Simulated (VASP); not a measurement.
# Be2BiSb2 (Immm) in VASP: further runs, part 2 of 2

VASP 6.6.1.

## Step 3: Single point, PBEsol

This run uses another cell than the first one, of 20.99 Å³/atom.

Contents of INCAR:

```
SYSTEM = Be2BiSb2
ALGO = Normal ; EDIFF = 1E-6
ENCUT = 520 ; GGA = PS
ISIF = 2 ; ISMEAR = 0
LASPH = .True. ; LCHARG = .True.
LELF = .True. ; LREAL = .False.
LVHAR = .True. ; LWAVE = .False.
NBANDS = 22 ; NELM = 80
PREC = Accurate ; SIGMA = 0.1
```

Contents of KPOINTS:

```
k-points
0
Gamma
  6 6 6
  0 0 0
```

Contents of POSCAR:

```
Be2BiSb2
1.0
   -1.8268942286      4.6007559035      3.1222589410
    1.8268942286     -4.6007559035      3.1222589410
    1.8268942286      4.6007559035     -3.1222589410
Be Sb Bi
2 2 1
Direct
    0.6693277855      0.1693277855      0.5000000000
    0.3306722145      0.8306722145      0.5000000000
    0.6725022186      0.5000000000      0.1725022186
    0.3274977814      0.5000000000      0.8274977814
    0.0000000000      0.0000000000      0.0000000000
```

Potentials or basis: VASP PAW PBE potentials, release 64 (Be, Sb, Bi_d).

Started as:

```sh
cat potpaw_PBE.64/Be/POTCAR potpaw_PBE.64/Sb/POTCAR potpaw_PBE.64/Bi_d/POTCAR > POTCAR
mpirun -np 1 vasp_std > vasp.out
```

OUTCAR:

```text
SYSTEM = Be2BiSb2
   EDIFF = 1E-6
   ENCUT = 520
   GGA = PS
   ISIF = 2
   ISMEAR = 0
   LASPH = .True.
   LREAL = .False.
   NELM = 80
   PREC = Accurate

 ion  position               nearest neighbor table
   1  0.669  0.169  0.500-   2 2.11   4 2.64   3 2.64   3 2.64   4 2.64   5 2.76   5 2.76
   2  0.331  0.831  0.500-   1 2.11   3 2.64   3 2.64   4 2.64   4 2.64   5 2.76   5 2.76
   3  0.673  0.500  0.173-   2 2.64   1 2.64   1 2.64   2 2.64   4 3.17   5 3.50   5 3.50   5 3.52
                             5 3.52
   4  0.327  0.500  0.827-   1 2.64   2 2.64   1 2.64   2 2.64   3 3.17   5 3.50   5 3.50   5 3.52
                             5 3.52
   5  0.000  0.000  0.000-   2 2.76   1 2.76   2 2.76   1 2.76   3 3.50   3 3.50   4 3.50   4 3.50
                             4 3.52   3 3.52   3 3.52   4 3.52

  LATTYP: Found a body centered orthorhombic cell.
 ALAT       =     3.6537884572
 B/A-ratio  =     1.7090529337
 C/A-ratio  =     2.5183482609

  Lattice vectors:

 A1 = (   1.8268942286,  -4.6007559035,  -3.1222589410)
 A2 = (  -1.8268942286,  -4.6007559035,   3.1222589410)
 A3 = (  -1.8268942286,   4.6007559035,  -3.1222589410)

Analysis of symmetry for initial positions (statically):
=====================================================================
 Subroutine PRICEL returns:
 Original cell was already a primitive cell.

 Routine SETGRP: Setting up the symmetry group for a
 body centered orthorhombic supercell.

 Subroutine GETGRP returns: Found  8 space group operations
 (whereof  8 operations were pure point group operations)
 out of a pool of  8 trial point group operations.

The static configuration has the point symmetry D_2h.

Analysis of symmetry for dynamics (positions and initial velocities):
=====================================================================
 Subroutine PRICEL returns:
 Original cell was already a primitive cell.

 Routine SETGRP: Setting up the symmetry group for a
 body centered orthorhombic supercell.

[... 132 lines left out ...]
  Fermi-wavevector in a.u.,A,eV,Ry     =   1.066229  2.014880 15.467694  1.136843
  Thomas-Fermi vector in A             =   2.201806
   LORBIT       =      0    0 simple, 1 ext, 2 COOP (PROOUT), +10 PAW based schemes
   GGA     = PS    functional components
   LHFCALC =     F    Hartree Fock is set to
   AEXX    =    0.0000 exact exchange contribution
   IVDW    =     0    specifies the selected vdW correction
   LEPSILON=     F    determine dielectric tensor
   LRPA    =     F    only Hartree local field effects (RPA)
 non-spin polarized calculation
 Gauss-broadening in eV      SIGMA  =   0.10
  energy-cutoff  :      520.00
  volume of cell :      104.97
 maximum number of plane-waves:      2840
 NGX is ok and might be reduce to    48
   NGX = 21   NGY = 21   NGZ = 21

 number of electron      29.0000002 magnetization

 Free energy of the ion-electron system (eV)
  ---------------------------------------------------
  ext. energy  EPLUGINS =         0.00000000
  ---------------------------------------------------
  free energy    TOTEN  =       -19.38860081 eV

  energy without entropy =      -19.37851249  energy(sigma->0) =      -19.38355665

 E-fermi :   7.5025     XC(G=0): -10.2209

 val. band max:        7.4913862670   @ k =  -0.1667   0.3333   0.1667
 cond. band min:       7.5437308180   @ k =  -0.3333  -0.3333   0.1667
 fundamental gap:      0.0523445510
 Fermi energy:         7.5025201291

 k-point     1 :       0.0000    0.0000    0.0000
  band No.  band energies     occupation
      1     -15.2536      2.00000
      2     -15.2413      2.00000
      3     -15.2278      2.00000
      4     -15.2105      2.00000
      5     -15.1918      2.00000
      6      -5.4471      2.00000
[... 589 lines left out ...]
     21      10.9086      0.00000
     22      12.5417      0.00000

 [... further k-points ...]

------------------------ aborting loop because EDIFF is reached ----------------------------------------

  FORCE on cell =-STRESS in cart. coord.  units (eV):
  Direction    XX          YY          ZZ          XY          YZ          ZX
  --------------------------------------------------------------------------------------
  -------------------------------------------------------------------------------------
  Total        0.1707671      0.0953796      0.0570044      0.0000000      0.0000000      0.0000000
  in kB        2.6064131      1.4557763      0.8700561      0.0000000      0.0000000      0.0000000
  external PRESSURE =       1.6440818 kB  Pullay stress =       0.0000000 kB

 VOLUME and BASIS-vectors are now :
 -----------------------------------------------------------------------------
  energy-cutoff  :      520.00
  volume of cell :      104.97
      direct lattice vectors                 reciprocal lattice vectors
    -1.826894229  4.600755903  3.122258941     0.000000000  0.108677793  0.160140465
     1.826894229 -4.600755903  3.122258941     0.273688532  0.000000000  0.160140465
     1.826894229  4.600755903 -3.122258941     0.273688532  0.108677793  0.000000000

 POSITION                                       TOTAL-FORCE (eV/Angst)
 -----------------------------------------------------------------------------------
      0.00000      4.60076      1.05737         0.000000      0.000000      0.035404
      1.82689      0.00000      2.06489        -0.000000     -0.000000     -0.035404
      0.00000      1.58728      3.12226        -0.000000      0.050119     -0.000000
      1.82689      3.01347      0.00000         0.000000     -0.050119     -0.000000
      0.00000      0.00000      0.00000        -0.000000      0.000000      0.000000
 -----------------------------------------------------------------------------------
    total drift:                               -0.000000     -0.000000     -0.000000

  FREE ENERGIE OF THE ION-ELECTRON SYSTEM (eV)
  ---------------------------------------------------
  free  energy   TOTEN  =       -19.3886008148 eV

  energy  without entropy=      -19.3785124913  energy(sigma->0) =      -19.38355665
```

OSZICAR:

```text
N       E                     dE             d eps       ncg     rms          rms(c)
DAV:   1     0.207611311109E+03    0.20761E+03   -0.12130E+04  2024   0.119E+03
DAV:   2    -0.263630389935E+01   -0.21025E+03   -0.20272E+03  2234   0.314E+02
DAV:   3    -0.194671309962E+02   -0.16831E+02   -0.16364E+02  2592   0.959E+01
DAV:   4    -0.199670312015E+02   -0.49990E+00   -0.49812E+00  2432   0.181E+01
DAV:   5    -0.199858303363E+02   -0.18799E-01   -0.18796E-01  2956   0.349E+00    0.416E+00
DAV:   6    -0.194134210347E+02    0.57241E+00   -0.10615E+00  2402   0.560E+00    0.205E+00
DAV:   7    -0.193924161583E+02    0.21005E-01   -0.30136E-01  2522   0.235E+00    0.804E-01
DAV:   8    -0.193892348999E+02    0.31813E-02   -0.22143E-02  2382   0.913E-01    0.203E-01
DAV:   9    -0.193886008560E+02    0.63404E-03   -0.26540E-03  2510   0.317E-01    0.431E-02
DAV:  10    -0.193886021316E+02   -0.12756E-05   -0.32225E-04  2570   0.106E-01    0.198E-02
DAV:  11    -0.193886017730E+02    0.35859E-06   -0.27853E-05  2678   0.345E-02    0.566E-03
DAV:  12    -0.193886008148E+02    0.95826E-06   -0.23221E-06  2072   0.102E-02
   1 F= -.19388601E+02 E0= -.19383557E+02  d E =-.100883E-01
```

Run time: 90 s. Hardware: 1 thread of AMD EPYC 9R45 (Zen 5), shared host; peak memory 0.36 GiB.

What came out:

| Quantity | Value |
| --- | --- |
| Free energy | -19.3886 eV |
| Pressure | 0.2 GPa |
| Largest force | 0.050 eV/Å |
| Band gap on the k mesh | zero (an odd number of electrons rules out a gap without spin polarisation) |

Forces in eV/Å, atoms in the order of the input:
```
Be   0.000  0.000  0.035
Be   0.000  0.000 -0.035
Sb   0.000  0.050  0.000
Sb   0.000 -0.050  0.000
Bi   0.000  0.000  0.000
```

Stress tensor (GPa, compression positive):
```
0.26 0.00 0.00
0.00 0.15 0.00
0.00 0.00 0.09
```

Levels at points of the mesh, in eV from the Fermi level:
```
           k point  band 12  band 13  band 14  band 15  band 16  band 17
(0.00, 0.00, 0.00)    -3.55    -1.20     1.18     1.78     2.07     2.19
(0.50, 0.00, 0.00)    -1.20    -1.00    -0.11     0.45     1.15     2.27
(0.00, 0.50, 0.00)    -2.18    -1.52    -1.13     0.09     0.15     1.02
(0.50, 0.50, 0.00)    -4.16    -2.31    -1.63    -1.04     0.38     1.12
(0.50, 0.50, 0.50)    -1.52    -0.18     0.68     2.15     2.25     2.55
```

Caveat: the PAW data sets were made with another functional, which shifts forces and pressure a little; spin-orbit coupling is left out, which moves the levels of the heavy elements.

## Step 4: Relaxation of cell and atoms, PBEsol

Contents of INCAR:

```
SYSTEM = Be2BiSb2
PREC = Accurate
ENCUT = 600
EDIFF = 1E-6
ISMEAR = 0
SIGMA = 0.1
LREAL = .False.
LASPH = .True.
NELM = 100
ALGO = Normal
ISIF = 3
LWAVE = .False.
LCHARG = .False.
GGA = PS
IBRION = 2
NSW = 80
EDIFFG = -0.05
```

Contents of KPOINTS:

```
regular mesh
0
Gamma
  6 6 6
  0 0 0
```

Contents of POSCAR:

```
Be2BiSb2
1.0
   -1.9001327035      3.0072228826      3.9851575010
    1.9001327035     -3.0072228826      3.9851575010
    1.9001327035      3.0072228826     -3.9851575010
Be Sb Bi
2 2 1
Direct
    0.7191387499      0.2191387499      0.5000000000
    0.2808612501      0.7808612501      0.5000000000
    0.7030709111      0.5000000000      0.2030709111
    0.2969290889      0.5000000000      0.7969290889
    0.0000000000      0.0000000000      0.0000000000
```

Started as:

```sh
cat potpaw_PBE.64/Be/POTCAR potpaw_PBE.64/Sb/POTCAR potpaw_PBE.64/Bi_d/POTCAR > POTCAR
mpirun -np 1 vasp_std > vasp.out
```

Run time: 21 min. Hardware: 1 thread of AMD EPYC 9R45 (Zen 5), shared host; peak memory 0.39 GiB.

It converged, with:

* Free energy: -19.3755 eV
* Relaxed volume: 20.92 Å³/atom
* Relaxed cell: a = 5.838 Å, b = 5.838 Å, c = 5.838 Å, α = 143.48°, β = 76.55°, γ = 115.40°
* Space group after relaxing (to 0.1 Å): Immm (No. 71)
* Energy gained by relaxing: 1246.9 meV/atom
* Ionic steps: 23
* Pressure after relaxing: 0.1 GPa
* Largest force after relaxing: 0.005 eV/Å
* Band gap on the k mesh: zero (an odd number of electrons rules out a gap without spin polarisation)

Forces on the atoms (eV/Å):
```
Be   0.000  0.000  0.005
Be   0.000  0.000 -0.005
Sb   0.000  0.004  0.000
Sb   0.000 -0.004  0.000
Bi   0.000  0.000  0.000
```

Step by step:
```tsv
step	energy change (eV)	largest force (eV/Å)	pressure (GPa)	volume (Å³)
1	0.0000	0.2867	35.23	91.09
2	-3.0128	0.0798	-10.78	150.68
3	-4.1499	0.1517	-3.77	122.06
4	-4.1498	0.1385	-4.09	122.73
5	-4.8010	0.1430	-3.39	115.09
6	-5.1166	1.5909	10.65	90.90
7	-5.3647	0.9470	1.70	101.10
8	-5.3719	1.0780	2.74	99.38
9	-5.6327	1.0347	-0.09	102.06
10	-5.7354	0.9563	-1.48	103.99
11	-5.7566	0.4477	-2.59	107.27
12	-5.7806	0.7984	-2.16	105.52
13	-5.9203	0.3038	1.05	101.63
14	-5.9253	0.3491	0.48	102.17
15	-6.0857	0.2949	1.14	102.03
16	-5.7844	1.2606	6.84	100.33
17	-6.1838	0.4533	2.02	101.72
18	-6.1846	0.5670	2.51	101.57
19	-6.1548	0.1041	-2.35	109.83
20	-6.2219	0.2663	0.23	104.98
21	-6.2331	0.1043	-0.19	105.22
22	-6.2332	0.0914	-0.22	105.24
23	-6.2345	0.0055	0.12	104.60
```

Final structure:
```
Be Sb Bi
1.0
    -1.82901    4.58304    3.11961
     1.82901   -4.58304    3.11961
     1.82901    4.58304   -3.11961
Be Sb Bi
2 2 1
Direct
  0.66970 0.16970 0.50000
  0.33030 0.83030 0.50000
  0.67377 0.50000 0.17377
  0.32623 0.50000 0.82623
  0.00000 0.00000 0.00000
```

Levels at points of the mesh, in eV from the Fermi level:
```csv
k point,band 11,band 12,band 13,band 14,band 15,band 16,band 17,band 18
"(0.00, 0.00, 0.00)",-3.73,-3.58,-1.17,1.14,1.74,2.08,2.20,2.52
"(0.50, 0.00, 0.00)",-2.47,-1.18,-0.95,-0.10,0.40,1.16,2.27,2.71
"(0.00, 0.50, 0.00)",-4.73,-2.15,-1.50,-1.09,0.07,0.17,1.04,1.66
"(0.50, 0.50, 0.00)",-4.36,-4.17,-2.29,-1.65,-1.06,0.41,1.10,1.93
"(0.50, 0.50, 0.50)",-1.97,-1.51,-0.13,0.69,2.22,2.25,2.55,2.77
```

Caveat: the PAW data sets were made with another functional, which shifts forces and pressure a little; spin-orbit coupling is left out, which moves the levels of the heavy elements.

## Step 5: Overview

```csv
task,cell,cutoff (eV),gap on the mesh (eV),pressure (GPa),largest force (eV/Å)
single point,"a = 5.342 Å, angles 138.3, 111.5, 83.5°, 5 atoms, atomic positions A",520,none,35.2,0.29
single point,"a = 5.853 Å, angles 143.6, 76.4, 115.5°, 5 atoms, atomic positions B",520,none,0.2,0.05
relaxation of cell and atoms,"relaxed from a = 5.342 Å, angles 138.3, 111.5, 83.5°, 5 atoms, atomic positions A",600,none,0.1,0.01
```

Alike in all rows: level PBEsol; potentials or basis VASP PAW PBE potentials, release 64 (Be, Sb, Bi_d); no spin polarisation; k mesh 6 × 6 × 6; smearing gaussian 0.1 eV.

Caveats: the PAW data sets were made with another functional, which shifts forces and pressure a little; spin-orbit coupling is left out, which moves the levels of the heavy elements; the cell stands under pressure (at least some runs).

Absolute energies hang on the potentials; compare differences alone.
